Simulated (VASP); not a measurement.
Wanted: the native input for a VASP 6.6.1 run.

* Task: single point
* Functional: PBE
* Potentials or basis: VASP PAW PBE potentials, release 64 (Na_pv)
* Cutoff: 520 eV
* k mesh: 10 × 10 × 10
* Occupations: fermi-dirac, width 0.05 eV
* Spin: no spin polarisation
* Dipole correction: no
* Further INCAR settings: ALGO = Fast; EDIFF = 1e-06; NBANDS = 10

The structure of Na lies in POSCAR:

```
Na
1.0
   -1.9131398649      1.9131398649      2.6719816688
    1.9131398649     -1.9131398649      2.6719816688
    1.9131398649      1.9131398649     -2.6719816688
Na
1
Direct
    0.0000000000      0.0000000000      0.0000000000
```

This cell differs from its parent crystal: volume scaled by 1.04.

One way to write it, as run:

INCAR

```
  PREC = Accurate
  ENCUT = 520
  EDIFF = 1E-6
  ISMEAR = -1
  SIGMA = 0.05
  LREAL = False
  LASPH = True
  NELM = 60
  ALGO = Fast
  ISIF = 2
  LWAVE = False
  LCHARG = False
  GGA = PE
  NBANDS = 10
```

KPOINTS

```
Automatic mesh
0
Gamma
  10 10 10
```

Potentials or basis: VASP PAW PBE potentials, release 64 (Na_pv).

Run with:

```sh
$ cat potpaw_PBE.64/Na_pv/POTCAR > POTCAR
$ mpirun -np 1 vasp_std > vasp.out
```

It gave:

```json
{
  "Pressure": "-0.5 GPa"
}
```

Wall time 21 s on 1 thread of Intel(R) Xeon(R) Platinum 8259CL CPU @ 2.50GHz (Skylake/Cascade Lake) (shared host), peak memory 0.16 GiB.
